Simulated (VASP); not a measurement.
# P (Imma) in VASP: a series of runs

P is run at these levels: r2SCAN; tasks: single point.

Program: VASP 6.6.1. These are calculated values, not measurements. Logs are shortened: lines on timing, memory, paths and dates and some standing lists are left out, and cuts for length are marked.

### Step 1. The cell of the first run

Symmetry: Imma, No. 74, orthorhombic system. Conventional cell: a = 3.383 Å, b = 5.030 Å, c = 3.718 Å, α = 90.00°, β = 90.00°, γ = 90.00°. P (site symmetry mm2) has 6 P at 2.24 to 2.82 Å within 3.0 Å.

### Step 2. Single point, r2SCAN

Input file POSCAR:

```
P
1.0
   -1.6915100431      2.5151650373      1.8589441358
    1.6915100431     -2.5151650373      1.8589441358
    1.6915100431      2.5151650373     -1.8589441358
P
2
Direct
    0.8033091100      0.0533091100      0.7500000000
    0.1966908900      0.9466908900      0.2500000000
```

Input file INCAR.step1:

```
SYSTEM = P
ALGO = Normal ; EDIFF = 1E-4
ENCUT = 520 ; GGA = PE
ISMEAR = 0 ; LASPH = .True.
LCHARG = .False. ; LREAL = .False.
LWAVE = .True. ; NBANDS = 12
NELM = 60 ; PREC = Accurate
SIGMA = 0.1
```

Input file INCAR.step2:

```
SYSTEM = P
ALGO = Normal ; EDIFF = 1E-6
ENCUT = 520 ; ISIF = 2
ISMEAR = 0 ; ISTART = 1
LASPH = .True. ; LCHARG = .False.
LMIXTAU = .True. ; LREAL = .False.
LWAVE = .False. ; METAGGA = R2SCAN
NBANDS = 12 ; NELM = 60
PREC = Accurate ; SIGMA = 0.1
```

Input file KPOINTS:

```
k-points
0
Gamma
  1 1 1
  0 0 0
```

Potentials or basis: VASP PAW PBE potentials, release 64 (P).

The run is started by

```bash
$ cat potpaw_PBE.64/P/POTCAR > POTCAR
$ cp INCAR.step1 INCAR
$ mpirun -np 1 vasp_gam > vasp.out
$ cp INCAR.step2 INCAR
$ mpirun -np 1 vasp_gam > vasp.out
```

OUTCAR:

```text
SYSTEM = P
   EDIFF = 1E-6
   ENCUT = 520
   ISIF = 2
   ISMEAR = 0
   ISTART = 1
   LASPH = .True.
   LREAL = .False.
   METAGGA = R2SCAN
   NELM = 60
   PREC = Accurate

 ion  position               nearest neighbor table
   1  0.803  0.053  0.750-   2 2.24   2 2.24   2 2.55   2 2.55   2 2.82   2 2.82
   2  0.197  0.947  0.250-   1 2.24   1 2.24   1 2.55   1 2.55   1 2.82   1 2.82

  LATTYP: Found a body centered orthorhombic cell.
 ALAT       =     3.3830200862
 B/A-ratio  =     1.0989849829
 C/A-ratio  =     1.4869347348

  Lattice vectors:

 A1 = (   1.6915100431,  -2.5151650373,  -1.8589441358)
 A2 = (  -1.6915100431,  -2.5151650373,   1.8589441358)
 A3 = (  -1.6915100431,   2.5151650373,  -1.8589441358)

Analysis of symmetry for initial positions (statically):
=====================================================================
 Subroutine PRICEL returns:
 Original cell was already a primitive cell.

 Routine SETGRP: Setting up the symmetry group for a
 body centered orthorhombic supercell.

 Subroutine GETGRP returns: Found  8 space group operations
 (whereof  4 operations were pure point group operations)
 out of a pool of  8 trial point group operations.

The static configuration has the point symmetry C_2h.
 The point group associated with its full space group is D_2h.

Analysis of symmetry for dynamics (positions and initial velocities):
=====================================================================
 Subroutine PRICEL returns:
 Original cell was already a primitive cell.

 Routine SETGRP: Setting up the symmetry group for a
 body centered orthorhombic supercell.

 Subroutine GETGRP returns: Found  8 space group operations
 (whereof  4 operations were pure point group operations)
 out of a pool of  8 trial point group operations.

The dynamic configuration has the point symmetry C_2h.
 The point group associated with its full space group is D_2h.

 Subroutine INISYM returns: Found  8 space group operations
 (whereof  4 operations are pure point group operations),
 and found     1 'primitive' translations

----------------------------------------------------------------------------------------

                                     Primitive cell

  volume of cell :      31.6350

  direct lattice vectors                    reciprocal lattice vectors
    -1.691510043  2.515165037  1.858944136     0.000000000  0.198794112  0.268969890
     1.691510043 -2.515165037  1.858944136     0.295593870  0.000000000  0.268969890
     1.691510043  2.515165037 -1.858944136     0.295593870  0.198794112  0.000000000

  length of vectors
     3.555690466  3.555690466  3.555690466     0.334460612  0.399650520  0.356223013

  position of ions in fractional coordinates (direct lattice)
     0.803309110  0.053309110  0.750000000
     0.196690890  0.946690890  0.250000000

  ion indices of the primitive-cell ions
   primitive index   ion index
                 1           1
                 2           2

----------------------------------------------------------------------------------------

 KPOINTS: k-points

Automatic generation of k-mesh.
 Grid dimensions read from file:
 generate k-points for:    1    1    1

 Generating k-lattice:

  Cartesian coordinates                     Fractional coordinates (reciprocal lattice)
     0.000000000  0.198794112  0.268969890     1.000000000  0.000000000  0.000000000
     0.295593870  0.000000000  0.268969890    -0.000000000  1.000000000  0.000000000
     0.295593870  0.198794112  0.000000000    -0.000000000  0.000000000  1.000000000

  Length of vectors
     0.334460612  0.399650520  0.356223013

  Shift w.r.t. Gamma in fractional coordinates (k-lattice)
     0.000000000  0.000000000  0.000000000

 Subroutine IBZKPT returns following result:
 ===========================================

 Found      1 irreducible k-points:

 Following reciprocal coordinates:
            Coordinates               Weight
  0.000000  0.000000  0.000000      1.000000
   k-points           NKPTS =      1   k-points in BZ     NKDIM =      1   number of bands    NBANDS=     12
   number of dos      NEDOS =    301   number of ions     NIONS =      2
   total plane-waves  NPLWV =  21952
   dimension x,y,z NGX =    28 NGY =   28 NGZ =   28
   dimension x,y,z NGXF=    56 NGYF=   56 NGZF=   56
   ions per type =               2
   NGX,Y,Z   is equivalent  to a cutoff of  13.09, 13.09, 13.09 a.u.
   NGXF,Y,Z  is equivalent  to a cutoff of  26.18, 26.18, 26.18 a.u.
 SYSTEM =  P
   PREC   = accura    normal or accurate (medium, high low for compatibility)
   ISTART =      1    job   : 0-new  1-cont  2-samecut
   ICHARG =      0    charge: 1-file 2-atom 10-const
   ISPIN  =      1    spin polarized calculation?
   LNONCOLLINEAR =      F non collinear calculations
   LSORBIT =      F    spin-orbit coupling
   LASPH  =      T    aspherical Exc in radial PAW
   ENCUT  =  520.0 eV  38.22 Ry    6.18 a.u.   6.61  6.61  6.61*2*pi/ulx,y,z
   NELM   =     60;   NELMIN=  2; NELMDL=  0     # of ELM steps
   EDIFF  = 0.1E-05   stopping-criterion for ELM
   LREAL  =      F    real-space projection
   EDIFFG = 0.1E-04   stopping-criterion for IOM
   NSW    =      0    number of steps for IOM
   IBRION =     -1    ionic relax: 0-MD 1-quasi-New 2-CG
   NFREE  =      0    steps in history (QN), initial steepest desc. (CG)
   ISIF   =      2    stress and relaxation
   ISYM   =      2    0-nonsym 1-usesym 2-fastsym
   POTIM  = 0.5000    time-step for ionic-motion
   TEBEG  =    0.0;   TEEND  =   0.0 temperature during run
   PSTRESS=    0.0 pullay stress
   NELECT =      10.0000    total number of electrons
   NUPDOWN=      -1.0000    fix difference up-down
   EMIN   =  10.00;   EMAX   =-10.00  energy-range for DOS
   EFERMI =   0.00;   METHOD = LEGACY
   ISMEAR =     0;   SIGMA  =   0.10  broadening in eV -4-tet -1-fermi 0-gaus
   EFERMI_NEDOS =   21; number of points for ismear=-14 and -15
   IALGO  =     38    algorithm
   IMIX   =      4    mixing-type and parameters
     AMIX     =   0.40;   BMIX     =  1.00
     AMIX_MAG =   1.60;   BMIX_MAG =  1.00
  volume/ion in A,a.u.               =      15.82       106.74
  Fermi-wavevector in a.u.,A,eV,Ry     =   1.115199  2.107421 16.921141  1.243669
  Thomas-Fermi vector in A             =   2.251801
   LORBIT       =      0    0 simple, 1 ext, 2 COOP (PROOUT), +10 PAW based schemes
   METAGGA = R2SCAN    functional components
   LHFCALC =     F    Hartree Fock is set to
   AEXX    =    0.0000 exact exchange contribution
   IVDW    =     0    specifies the selected vdW correction
   LEPSILON=     F    determine dielectric tensor
   LRPA    =     F    only Hartree local field effects (RPA)
 non-spin polarized calculation
 Gauss-broadening in eV      SIGMA  =   0.10
  energy-cutoff  :      520.00
  volume of cell :       31.63
 maximum number of plane-waves:       429
 NGX is ok and might be reduce to    28
   NGX = 13   NGY = 13   NGZ = 13

 number of electron       9.9999999 magnetization

 Free energy of the ion-electron system (eV)
  ---------------------------------------------------
  ext. energy  EPLUGINS =         0.00000000
  ---------------------------------------------------
  free energy    TOTEN  =        -1.60386579 eV

  energy without entropy =       -1.60386579  energy(sigma->0) =       -1.60386579

 E-fermi :   7.9033     XC(G=0): -10.7896

 val. band max:        7.3715270055   @ k =   0.0000   0.0000   0.0000
 cond. band min:      11.4068169606   @ k =   0.0000   0.0000   0.0000
 fundamental gap:      4.0352899551
 Fermi energy:         7.9032616897

 k-point     1 :       0.0000    0.0000    0.0000
  band No.  band energies     occupation
      1      -7.3648      2.00000
      2       6.5008      2.00000
      3       6.7261      2.00000
      4       7.0897      2.00000
      5       7.3715      2.00000
      6      11.4068      0.00000
      7      12.4557      0.00000
      8      14.1962      0.00000
      9      14.9606      0.00000
     10      16.4411      0.00000
     11      16.7818      0.00000
     12      17.0727      0.00000

------------------------ aborting loop because EDIFF is reached ----------------------------------------

  FORCE on cell =-STRESS in cart. coord.  units (eV):
  Direction    XX          YY          ZZ          XY          YZ          ZX
  --------------------------------------------------------------------------------------
  -------------------------------------------------------------------------------------
  Total       18.9504329     24.4967073     40.2571467      0.0000000      0.0000000      0.0000000
  in kB      959.7592815   1240.6546201   2038.8542209      0.0000000      0.0000000      0.0000000
  external PRESSURE =    1413.0893742 kB  Pullay stress =       0.0000000 kB

 VOLUME and BASIS-vectors are now :
 -----------------------------------------------------------------------------
  energy-cutoff  :      520.00
  volume of cell :       31.63
      direct lattice vectors                 reciprocal lattice vectors
    -1.691510043  2.515165037  1.858944136     0.000000000  0.198794112  0.268969890
     1.691510043 -2.515165037  1.858944136     0.295593870  0.000000000  0.268969890
     1.691510043  2.515165037 -1.858944136     0.295593870  0.198794112  0.000000000

 POSITION                                       TOTAL-FORCE (eV/Angst)
 -----------------------------------------------------------------------------------
      0.00000      3.77275      0.19820         0.000000      0.000000     -1.115306
      1.69151     -1.25758      1.66075        -0.000000     -0.000000      1.115306
 -----------------------------------------------------------------------------------
    total drift:                                0.000000     -0.000000     -0.000000

  FREE ENERGIE OF THE ION-ELECTRON SYSTEM (eV)
  ---------------------------------------------------
  free  energy   TOTEN  =        -1.6038657941 eV

  energy  without entropy=       -1.6038657941  energy(sigma->0) =       -1.60386579
```

Run time: 11 s. Hardware: 1 thread of Intel Xeon Platinum 8488C (Sapphire Rapids), shared host; peak memory 0.15 GiB.

Results:

| Item | Value |
| --- | --- |
| Free energy | -1.6039 eV |
| Pressure | 141.3 GPa |
| Largest force | 1.115 eV/Å |
| Band gap on the k mesh | 4.04 eV |

Forces on the atoms (eV/Å):
```
P    0.000  0.000 -1.115
P    0.000  0.000  1.115
```

Levels at points of the mesh, in eV from the valence-band top:
```tsv
k point	band 3	band 4	band 5	band 6	band 7	band 8
(0.00, 0.00, 0.00)	-0.65	-0.28	0.00	4.04	5.08	6.82
```

Caveat: the k points lie up to 2.51 Å⁻¹ apart; the PAW data sets were made with another functional, which shifts forces and pressure a little.

### Step 3. Single point, r2SCAN

POSCAR is that of step 2.

Input file INCAR.step1:

```
  PREC = Accurate
  ENCUT = 520
  ISMEAR = 0
  SIGMA = 0.1
  LREAL = F
  LASPH = T
  NELM = 80
  NBANDS = 12
  GGA = PE
  ALGO = Normal
  EDIFF = 1E-4
  LWAVE = T
  LCHARG = F
```

Input file INCAR.step2:

```
  PREC = Accurate
  ENCUT = 520
  EDIFF = 1E-6
  ISMEAR = 0
  SIGMA = 0.1
  LREAL = F
  LASPH = T
  NELM = 80
  ALGO = Normal
  ISIF = 2
  LWAVE = F
  LCHARG = F
  METAGGA = R2SCAN
  LMIXTAU = T
  NBANDS = 12
  ISTART = 1
```

Input file KPOINTS:

```
Automatic mesh
0
Gamma
  4 4 4
```

Potentials or basis: VASP PAW PBE potentials, release 64 (P).

The run is started by

```bash
$ cat potpaw_PBE.64/P/POTCAR > POTCAR
$ cp INCAR.step1 INCAR
$ mpirun -np 1 vasp_std > vasp.out
$ cp INCAR.step2 INCAR
$ mpirun -np 1 vasp_std > vasp.out
```

It took 40 s on 1 thread of Intel Xeon Platinum 8488C (Sapphire Rapids), shared host; peak memory 0.15 GiB.

Results (log left out):

```yaml
Free_energy: -17.7598 eV
Pressure: 1.7 GPa
Largest_force: 0.084 eV/Å
Band_gap_on_the_k_mesh: zero (band 5 reaches 9.08 eV, above the bottom of band 6 at 8.93 eV)
```

Forces in eV/Å, atoms in the order of the input:
```
P    0.000  0.000  0.084
P    0.000  0.000 -0.084
```

Stress tensor (GPa, compression positive):
```
2.58 0.00 0.00
0.00 1.25 0.00
0.00 0.00 1.16
```

Levels at points of the mesh, in eV from the Fermi level:
```tsv
k point	band 2	band 3	band 4	band 5	band 6	band 7	band 8	band 9
(0.00, 0.00, 0.00)	-3.38	-3.12	-3.05	-2.42	1.59	2.61	4.39	5.51
(0.50, 0.00, 0.00)	-11.68	-3.50	-1.89	-1.74	0.63	0.82	2.07	9.50
(0.00, 0.50, 0.00)	-10.67	-6.76	-5.80	-5.49	0.58	7.28	7.62	9.24
(0.50, 0.50, 0.00)	-12.96	-3.66	-3.66	-0.07	-0.07	0.40	0.40	10.96
(0.50, 0.50, 0.50)	-8.86	-8.27	-5.60	-5.46	0.34	7.00	9.01	9.33
```

Caveat: the k points lie up to 0.63 Å⁻¹ apart; the PAW data sets were made with another functional, which shifts forces and pressure a little.

### Step 4. Single point, r2SCAN

POSCAR is that of step 3.

Input file INCAR.step1:

```
ALGO = Normal
EDIFF = 1E-4
ENCUT = 520
GGA = PE
ISMEAR = 0
LASPH = True
LCHARG = False
LREAL = False
LWAVE = True
NBANDS = 12
NELM = 60
PREC = Accurate
SIGMA = 0.1
```

Input file INCAR.step2:

```
ALGO = Normal
EDIFF = 1E-6
ENCUT = 520
ISIF = 2
ISMEAR = 0
ISTART = 1
LASPH = True
LCHARG = True
LELF = True
LMIXTAU = True
LREAL = False
LVHAR = True
LWAVE = False
METAGGA = R2SCAN
NBANDS = 12
NELM = 60
PREC = Accurate
SIGMA = 0.1
```

Input file KPOINTS:

```
k-points
0
Gamma
  6 6 6
```

The run is started by

```bash
$ cat potpaw_PBE.64/P/POTCAR > POTCAR
$ cp INCAR.step1 INCAR
$ mpirun -np 1 vasp_std > vasp.out
$ cp INCAR.step2 INCAR
$ mpirun -np 1 vasp_std > vasp.out
```

Wall time 63 s (1 thread of Intel Xeon Platinum 8488C (Sapphire Rapids), shared host); peak memory 0.16 GiB.

The run converged. Its results:

```
Free energy            : -17.7592 eV
Pressure               : 1.3 GPa
Largest force          : 0.045 eV/Å
Band gap on the k mesh : zero (band 5 reaches 9.71 eV, above the bottom of band 6 at 8.88 eV)
```

Forces in eV/Å, atoms in the order of the input:
```
P    0.000  0.000  0.045
P    0.000  0.000 -0.045
```

Stress tensor (GPa, compression positive):
```
0.65 0.00 0.00
0.00 2.52 0.00
0.00 0.00 0.77
```

Levels at points of the mesh, in eV from the Fermi level:
```tsv
k point	band 3	band 4	band 5	band 6	band 7	band 8
(0.00, 0.00, 0.00)	-3.04	-2.97	-2.34	1.66	2.68	4.46
(0.50, 0.00, 0.00)	-3.43	-1.81	-1.66	0.70	0.90	2.16
(0.00, 0.50, 0.00)	-6.68	-5.72	-5.41	0.66	7.36	7.70
(0.50, 0.50, 0.00)	-3.59	-3.59	0.01	0.01	0.48	0.48
(0.50, 0.50, 0.50)	-8.19	-5.52	-5.38	0.41	7.08	9.09
```

Caveat: the k points lie up to 0.42 Å⁻¹ apart; the PAW data sets were made with another functional, which shifts forces and pressure a little.

### Step 5. Overview

```csv
k mesh,gap on the mesh (eV),pressure (GPa),largest force (eV/Å)
1 × 1 × 1,4.04,141.3,1.12
4 × 4 × 4,none,1.7,0.08
6 × 6 × 6,none,1.3,0.04
```

Alike in all rows: task single point; level r2SCAN; potentials or basis VASP PAW PBE potentials, release 64 (P); no spin polarisation; cell as given; cutoff (eV) 520; smearing gaussian 0.1 eV.

Caveats: all runs use coarse meshes; the PAW data sets were made with another functional, which shifts forces and pressure a little.

Absolute energies hang on the potentials; compare differences alone.
